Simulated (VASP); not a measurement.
Here is a VASP 6.6.1 calculation.

Contents of INCAR:

```
SYSTEM = Tl
ALGO = Normal ; EDIFF = 1E-6
ENCUT = 520 ; GGA = PE
ISIF = 2 ; ISMEAR = 0
LASPH = .True. ; LCHARG = .True.
LELF = .True. ; LREAL = .False.
LVHAR = .True. ; LWAVE = .False.
NBANDS = 12 ; NELM = 60
PREC = Accurate ; SIGMA = 0.05
```

KPOINTS

```
k-points
0
Gamma
  10 10 10
  0 0 0
```

File POSCAR:

```
Tl
1.0
   -1.9559951735      1.9559951735      1.9559951735
    1.9559951735     -1.9559951735      1.9559951735
    1.9559951735      1.9559951735     -1.9559951735
Tl
1
Direct
    0.0000000000      0.0000000000      0.0000000000
```

Potentials or basis: VASP PAW PBE potentials, release 64 (Tl_d).

The run is started by

```bash
$ cat potpaw_PBE.64/Tl_d/POTCAR > POTCAR
$ mpirun -np 1 vasp_std > vasp.out
```

Predict the pressure.

1.3 GPa.
